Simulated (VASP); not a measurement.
# LiF (Fm-3m) in VASP: a series of runs

LiF is run at these levels: r2SCAN; tasks: single point.

All numbers are computed with VASP 6.6.1; they aren't measurements. Logs are shortened: lines on timing, memory, paths and dates and some standing lists are left out, and cuts for length are marked.

## Step 1: The cell of the first run

The structure is cubic, space group Fm-3m (No. 225). Conventional cell: a = 3.823 Å, b = 3.823 Å, c = 3.823 Å, α = 90.00°, β = 90.00°, γ = 90.00°. Li (site symmetry m-3m) has 6 F at 1.91 Å within 2.5 Å. F (site symmetry m-3m) has 6 Li at 1.91 Å within 2.5 Å.

## Step 2: Single point, r2SCAN (volume scaled by 0.88)

The input, POSCAR:

```
LiF
1.0
    0.0000000000      1.9116794130      1.9116794130
    1.9116794130      0.0000000000      1.9116794130
    1.9116794130      1.9116794130      0.0000000000
Li F
1 1
Direct
    0.0000000000      0.0000000000      0.0000000000
    0.5000000000      0.5000000000      0.5000000000
```

The input, INCAR.step1:

```
ALGO     = Normal         # electronic algorithm
EDIFF    = 1E-4           # SCF threshold, eV
ENCUT    = 520            # plane-wave cutoff, eV
GGA      = PE             # functional
ISMEAR   = 0              # smearing method
LASPH    = T              # aspherical terms in the spheres
LCHARG   = F              # write CHGCAR
LREAL    = F              # projectors in reciprocal space
LWAVE    = T              # write WAVECAR
NBANDS   = 12             # bands
NELM     = 60             # most SCF steps
PREC     = Accurate       # precision mode
SIGMA    = 0.02           # smearing width, eV
```

The input, INCAR.step2:

```
ALGO     = Normal         # electronic algorithm
EDIFF    = 1E-6           # SCF threshold, eV
ENCUT    = 520            # plane-wave cutoff, eV
ISIF     = 2              # what is computed and relaxed
ISMEAR   = 0              # smearing method
ISTART   = 1            
LASPH    = T              # aspherical terms in the spheres
LCHARG   = F              # write CHGCAR
LMIXTAU  = T            
LREAL    = F              # projectors in reciprocal space
LWAVE    = F              # write WAVECAR
METAGGA  = R2SCAN         # meta-GGA
NBANDS   = 12             # bands
NELM     = 60             # most SCF steps
PREC     = Accurate       # precision mode
SIGMA    = 0.02           # smearing width, eV
```

The input, KPOINTS:

```
k-points
0
Gamma
  10 10 10
```

Potentials or basis: VASP PAW PBE potentials, release 64 (Li_sv, F).

Started as:

```sh
$ cat potpaw_PBE.64/Li_sv/POTCAR potpaw_PBE.64/F/POTCAR > POTCAR
$ cp INCAR.step1 INCAR
$ mpirun -np 1 vasp_std > vasp.out
$ cp INCAR.step2 INCAR
$ mpirun -np 1 vasp_std > vasp.out
```

OUTCAR:

```text
EDIFF = 1E-6
   ENCUT = 520
   ISIF = 2
   ISMEAR = 0
   ISTART = 1
   LASPH = T
   LREAL = F
   METAGGA = R2SCAN
   NELM = 60
   PREC = Accurate

 ion  position               nearest neighbor table
   1  0.000  0.000  0.000-   2 1.91   2 1.91   2 1.91   2 1.91   2 1.91   2 1.91
   2  0.500  0.500  0.500-   1 1.91   1 1.91   1 1.91   1 1.91   1 1.91   1 1.91

  LATTYP: Found a face centered cubic cell.
 ALAT       =     3.8233588260

  Lattice vectors:

 A1 = (   0.0000000000,   1.9116794130,   1.9116794130)
 A2 = (   1.9116794130,   0.0000000000,   1.9116794130)
 A3 = (   1.9116794130,   1.9116794130,   0.0000000000)

Analysis of symmetry for initial positions (statically):
=====================================================================
 Subroutine PRICEL returns:
 Original cell was already a primitive cell.

 Routine SETGRP: Setting up the symmetry group for a
 face centered cubic supercell.

 Subroutine GETGRP returns: Found 48 space group operations
 (whereof 48 operations were pure point group operations)
 out of a pool of 48 trial point group operations.

The static configuration has the point symmetry O_h .

Analysis of symmetry for dynamics (positions and initial velocities):
=====================================================================
 Subroutine PRICEL returns:
 Original cell was already a primitive cell.

 Routine SETGRP: Setting up the symmetry group for a
 face centered cubic supercell.

 Subroutine GETGRP returns: Found 48 space group operations
 (whereof 48 operations were pure point group operations)
 out of a pool of 48 trial point group operations.

The dynamic configuration has the point symmetry O_h .

 Subroutine INISYM returns: Found 48 space group operations
 (whereof 48 operations are pure point group operations),
 and found     1 'primitive' translations

----------------------------------------------------------------------------------------

                                     Primitive cell

  volume of cell :      13.9725

  direct lattice vectors                    reciprocal lattice vectors
     0.000000000  1.911679413  1.911679413    -0.261550131  0.261550131  0.261550131
     1.911679413  0.000000000  1.911679413     0.261550131 -0.261550131  0.261550131
     1.911679413  1.911679413  0.000000000     0.261550131  0.261550131 -0.261550131

  length of vectors
     2.703522953  2.703522953  2.703522953     0.453018115  0.453018115  0.453018115

  position of ions in fractional coordinates (direct lattice)
[... 83 lines left out ...]
   IBRION =     -1    ionic relax: 0-MD 1-quasi-New 2-CG
   NFREE  =      0    steps in history (QN), initial steepest desc. (CG)
   ISIF   =      2    stress and relaxation
   ISYM   =      2    0-nonsym 1-usesym 2-fastsym
   POTIM  = 0.5000    time-step for ionic-motion
   TEBEG  =    0.0;   TEEND  =   0.0 temperature during run
   PSTRESS=    0.0 pullay stress
   NELECT =      10.0000    total number of electrons
   NUPDOWN=      -1.0000    fix difference up-down
   EMIN   =  10.00;   EMAX   =-10.00  energy-range for DOS
   EFERMI =   0.00;   METHOD = LEGACY
   ISMEAR =     0;   SIGMA  =   0.02  broadening in eV -4-tet -1-fermi 0-gaus
   EFERMI_NEDOS =   21; number of points for ismear=-14 and -15
   IALGO  =     38    algorithm
   IMIX   =      4    mixing-type and parameters
     AMIX     =   0.40;   BMIX     =  1.00
     AMIX_MAG =   1.60;   BMIX_MAG =  1.00
  volume/ion in A,a.u.               =       6.99        47.15
  Fermi-wavevector in a.u.,A,eV,Ry     =   1.464366  2.767251 29.175913  2.144369
  Thomas-Fermi vector in A             =   2.580351
   LORBIT       =      0    0 simple, 1 ext, 2 COOP (PROOUT), +10 PAW based schemes
   METAGGA = R2SCAN    functional components
   LHFCALC =     F    Hartree Fock is set to
   AEXX    =    0.0000 exact exchange contribution
   IVDW    =     0    specifies the selected vdW correction
   LEPSILON=     F    determine dielectric tensor
   LRPA    =     F    only Hartree local field effects (RPA)
 non-spin polarized calculation
 Gauss-broadening in eV      SIGMA  =   0.02
  energy-cutoff  :      520.00
  volume of cell :       13.97
 maximum number of plane-waves:       388
   NGX =  9   NGY =  9   NGZ =  9

 number of electron       9.9999988 magnetization

 Free energy of the ion-electron system (eV)
  ---------------------------------------------------
  ext. energy  EPLUGINS =         0.00000000
  ---------------------------------------------------
  free energy    TOTEN  =       -11.83086324 eV

  energy without entropy =      -11.83086324  energy(sigma->0) =      -11.83086324

 E-fermi :  -0.3544     XC(G=0): -11.4028

 val. band max:       -0.6072604012   @ k =   0.0000   0.0000   0.0000
 cond. band min:      11.2520624787   @ k =   0.0000   0.0000   0.0000
 fundamental gap:     11.8593228800
 Fermi energy:        -0.3544189226

 k-point     1 :       0.0000    0.0000    0.0000
  band No.  band energies     occupation
      1     -42.3761      2.00000
      2     -22.1676      2.00000
      3      -0.6073      2.00000
      4      -0.6073      2.00000
      5      -0.6073      2.00000
      6      11.2521      0.00000
      7      26.4849      0.00000
      8      26.4849      0.00000
      9      26.4850      0.00000
     10      27.7392      0.00000
     11      27.7392      0.00000
     12      27.7397      0.00000
[... 331 lines left out ...]
 k-point    24 :       0.4000    0.3000    0.0000
  band No.  band energies     occupation
      1     -42.2628      2.00000
      2     -21.4932      2.00000
      3      -3.4421      2.00000
      4      -1.7153      2.00000
      5      -1.5786      2.00000
      6      15.2980      0.00000
      7      18.2713      0.00000
      8      21.3518      0.00000
      9      23.0949      0.00000
     10      24.1562      0.00000
     11      38.7283      0.00000
     12      38.9101      0.00000

 [... further k-points ...]
[... 5 lines left out ...]
  --------------------------------------------------------------------------------------
  -------------------------------------------------------------------------------------
  Total        1.1037137      1.1037137      1.1037137      0.0000000      0.0000000     -0.0000000
  in kB      126.5586528    126.5586528    126.5586528      0.0000000      0.0000000     -0.0000000
  external PRESSURE =     126.5586528 kB  Pullay stress =       0.0000000 kB

 VOLUME and BASIS-vectors are now :
 -----------------------------------------------------------------------------
  energy-cutoff  :      520.00
  volume of cell :       13.97
      direct lattice vectors                 reciprocal lattice vectors
     0.000000000  1.911679413  1.911679413    -0.261550131  0.261550131  0.261550131
     1.911679413  0.000000000  1.911679413     0.261550131 -0.261550131  0.261550131
     1.911679413  1.911679413  0.000000000     0.261550131  0.261550131 -0.261550131

 POSITION                                       TOTAL-FORCE (eV/Angst)
 -----------------------------------------------------------------------------------
      0.00000      0.00000      0.00000        -0.000000     -0.000000      0.000000
      1.91168      1.91168      1.91168         0.000000      0.000000     -0.000000
 -----------------------------------------------------------------------------------
    total drift:                                0.000000      0.000000      0.000000

  FREE ENERGIE OF THE ION-ELECTRON SYSTEM (eV)
  ---------------------------------------------------
  free  energy   TOTEN  =       -11.8308632413 eV

  energy  without entropy=      -11.8308632413  energy(sigma->0) =      -11.83086324
```

It took 43 s on 1 thread of Intel Xeon Platinum 8375C at 2.90GHz (Ice Lake), shared host; peak memory 0.12 GiB.

Results:

```
Free energy            : -11.8309 eV
Band gap on the k mesh : 11.86 eV, direct
```

Caveat: the cutoff is under 1.25 times the usual one of these potentials, so pressure, stress and relaxed cells hold a basis-set (Pulay) error; the PAW data sets were made with another functional, which shifts forces and pressure a little. A k mesh can miss the band edges.

## Step 3: Single point, r2SCAN (volume scaled by 0.91)

The input, POSCAR:

```
LiF
1.0
    0.0000000000      1.9331607550      1.9331607550
    1.9331607550      0.0000000000      1.9331607550
    1.9331607550      1.9331607550      0.0000000000
Li F
1 1
Direct
    0.0000000000      0.0000000000      0.0000000000
    0.5000000000      0.5000000000      0.5000000000
```

The input, INCAR.step1:

```
SYSTEM = LiF
PREC = Accurate ; ENCUT = 520
ISMEAR = 0 ; SIGMA = 0.02
LREAL = .False. ; LASPH = .True.
NELM = 100 ; NBANDS = 12
GGA = PE ; ALGO = Normal
EDIFF = 1E-4 ; LWAVE = .True.
LCHARG = .False.
```

The input, INCAR.step2:

```
SYSTEM = LiF
PREC = Accurate ; ENCUT = 520
EDIFF = 1E-6 ; ISMEAR = 0
SIGMA = 0.02 ; LREAL = .False.
LASPH = .True. ; NELM = 100
ALGO = Normal ; ISIF = 2
LWAVE = .False. ; LCHARG = .True.
METAGGA = R2SCAN ; LMIXTAU = .True.
LELF = .True. ; LVHAR = .True.
NBANDS = 12 ; ISTART = 1
```

The input, KPOINTS:

```
Automatic mesh
0
Gamma
  10 10 10
  0 0 0
```

Potentials or basis: VASP PAW PBE potentials, release 64 (Li_sv, F).

Started as:

```sh
$ cat potpaw_PBE.64/Li_sv/POTCAR potpaw_PBE.64/F/POTCAR > POTCAR
$ cp INCAR.step1 INCAR
$ mpirun -np 1 vasp_std > vasp.out
$ cp INCAR.step2 INCAR
$ mpirun -np 1 vasp_std > vasp.out
```

OUTCAR:

```text
SYSTEM = LiF
   PREC = Accurate
   ENCUT = 520
   EDIFF = 1E-6
   ISMEAR = 0
   LREAL = .False.
   LASPH = .True.
   NELM = 100
   ISIF = 2
   METAGGA = R2SCAN
   ISTART = 1

 ion  position               nearest neighbor table
   1  0.000  0.000  0.000-   2 1.93   2 1.93   2 1.93   2 1.93   2 1.93   2 1.93
   2  0.500  0.500  0.500-   1 1.93   1 1.93   1 1.93   1 1.93   1 1.93   1 1.93

  LATTYP: Found a face centered cubic cell.
 ALAT       =     3.8663215100

  Lattice vectors:

 A1 = (   0.0000000000,   1.9331607550,   1.9331607550)
 A2 = (   1.9331607550,   0.0000000000,   1.9331607550)
 A3 = (   1.9331607550,   1.9331607550,   0.0000000000)

Analysis of symmetry for initial positions (statically):
=====================================================================
 Subroutine PRICEL returns:
 Original cell was already a primitive cell.

 Routine SETGRP: Setting up the symmetry group for a
 face centered cubic supercell.

 Subroutine GETGRP returns: Found 48 space group operations
 (whereof 48 operations were pure point group operations)
 out of a pool of 48 trial point group operations.

The static configuration has the point symmetry O_h .

Analysis of symmetry for dynamics (positions and initial velocities):
=====================================================================
[... 168 lines left out ...]
      2     -22.2994      2.00000
      3      -0.8449      2.00000
      4      -0.8448      2.00000
      5      -0.8448      2.00000
      6      10.6719      0.00000
      7      25.8928      0.00000
      8      25.8928      0.00000
      9      25.8930      0.00000
     10      27.0158      0.00000
     11      27.0158      0.00000
     12      27.0173      0.00000
[... 331 lines left out ...]
 k-point    24 :       0.4000    0.3000    0.0000
  band No.  band energies     occupation
      1     -42.5786      2.00000
      2     -21.6617      2.00000
      3      -3.5567      2.00000
      4      -1.8993      2.00000
      5      -1.7689      2.00000
      6      14.7052      0.00000
      7      17.8183      0.00000
      8      20.7649      0.00000
      9      22.4535      0.00000
     10      23.4958      0.00000
     11      37.8141      0.00000
     12      37.8457      0.00000

 [... further k-points ...]
[... 5 lines left out ...]
  --------------------------------------------------------------------------------------
  -------------------------------------------------------------------------------------
  Total        0.7929610      0.7929610      0.7929610      0.0000000      0.0000000      0.0000000
  in kB       87.9282611     87.9282611     87.9282611      0.0000000      0.0000000      0.0000000
  external PRESSURE =      87.9282611 kB  Pullay stress =       0.0000000 kB

 VOLUME and BASIS-vectors are now :
 -----------------------------------------------------------------------------
  energy-cutoff  :      520.00
  volume of cell :       14.45
      direct lattice vectors                 reciprocal lattice vectors
     0.000000000  1.933160755  1.933160755    -0.258643777  0.258643777  0.258643777
     1.933160755  0.000000000  1.933160755     0.258643777 -0.258643777  0.258643777
     1.933160755  1.933160755  0.000000000     0.258643777  0.258643777 -0.258643777

 POSITION                                       TOTAL-FORCE (eV/Angst)
 -----------------------------------------------------------------------------------
      0.00000      0.00000      0.00000         0.000000      0.000000      0.000000
      1.93316      1.93316      1.93316        -0.000000     -0.000000     -0.000000
 -----------------------------------------------------------------------------------
    total drift:                                0.000000      0.000000      0.000000

  FREE ENERGIE OF THE ION-ELECTRON SYSTEM (eV)
  ---------------------------------------------------
  free  energy   TOTEN  =       -11.8651927662 eV

  energy  without entropy=      -11.8651927662  energy(sigma->0) =      -11.86519277
```

It took 36 s on 1 thread of Intel Xeon Platinum 8375C at 2.90GHz (Ice Lake), shared host; peak memory 0.12 GiB.

Results:

```yaml
Free_energy: -11.8652 eV
Band_gap_on_the_k_mesh: 11.52 eV, direct
```

Caveat: the cutoff is under 1.25 times the usual one of these potentials, so pressure, stress and relaxed cells hold a basis-set (Pulay) error; the PAW data sets were made with another functional, which shifts forces and pressure a little. A k mesh can miss the band edges.
